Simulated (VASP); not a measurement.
Wanted: the native input for a VASP 6.6.1 run.

```
Task                   : single point
Functional             : r2SCAN
Potentials or basis    : VASP PAW PBE potentials, release 64 (Hf_pv)
Cutoff                 : 520 eV
k mesh                 : 20 × 20 × 20
Occupations            : gaussian, width 0.15 eV
Spin                   : no spin polarisation
Dipole correction      : no
Further INCAR settings : ALGO = Normal; EDIFF = 1e-06; NBANDS = 11
```

Hf:

```
CELL_PARAMETERS angstrom
0.00000 2.28257 2.09996
2.28257 0.00000 2.09996
2.28257 2.28257 0.00000
ATOMIC_POSITIONS crystal
Hf 0.00000 0.00000 0.00000
```

This cell differs from its parent crystal: ratio of the length along z to the lengths across it x 0.92, volume and fractional coordinates fixed.

These files were run (other wordings do the same):

POSCAR

```
Hf
1.0
    0.0000000000      2.2825678644      2.0999624352
    2.2825678644      0.0000000000      2.0999624352
    2.2825678644      2.2825678644      0.0000000000
Hf
1
Direct
    0.0000000000      0.0000000000      0.0000000000
```

INCAR.step1

```
ALGO     = Normal         # electronic algorithm
EDIFF    = 1E-4           # SCF threshold, eV
ENCUT    = 520            # plane-wave cutoff, eV
GGA      = PE             # functional
ISMEAR   = 0              # smearing method
LASPH    = T              # aspherical terms in the spheres
LCHARG   = F              # write CHGCAR
LREAL    = F              # projectors in reciprocal space
LWAVE    = T              # write WAVECAR
NBANDS   = 11             # bands
NELM     = 60             # most SCF steps
PREC     = Accurate       # precision mode
SIGMA    = 0.15           # smearing width, eV
```

INCAR.step2

```
ALGO     = Normal         # electronic algorithm
EDIFF    = 1E-6           # SCF threshold, eV
ENCUT    = 520            # plane-wave cutoff, eV
ISIF     = 2              # what is computed and relaxed
ISMEAR   = 0              # smearing method
ISTART   = 1            
LASPH    = T              # aspherical terms in the spheres
LCHARG   = T              # write CHGCAR
LELF     = T              # ELF
LMIXTAU  = T            
LREAL    = F              # projectors in reciprocal space
LVHAR    = T            
LWAVE    = F              # write WAVECAR
METAGGA  = R2SCAN         # meta-GGA
NBANDS   = 11             # bands
NELM     = 60             # most SCF steps
PREC     = Accurate       # precision mode
SIGMA    = 0.15           # smearing width, eV
```

KPOINTS

```
k-points
0
Gamma
  20 20 20
```

Potentials or basis: VASP PAW PBE potentials, release 64 (Hf_pv).

Run with:

```console
$ cat potpaw_PBE.64/Hf_pv/POTCAR > POTCAR
$ cp INCAR.step1 INCAR
$ mpirun -np 1 vasp_std > vasp.out
$ cp INCAR.step2 INCAR
$ mpirun -np 1 vasp_std > vasp.out
```

It gave:

- Pressure: 2.1 GPa
- Band gap on the k mesh: zero (band 5 reaches 6.28 eV, above the bottom of band 6 at 4.07 eV)

Caveat: the PAW data sets were made with another functional, which shifts forces and pressure a little; spin-orbit coupling is left out, which moves the levels of the heavy elements.

It took 5.5 min on 1 thread of AMD EPYC 9R45 96-Core Processor (Zen 5) (shared host), peak memory 0.24 GiB.
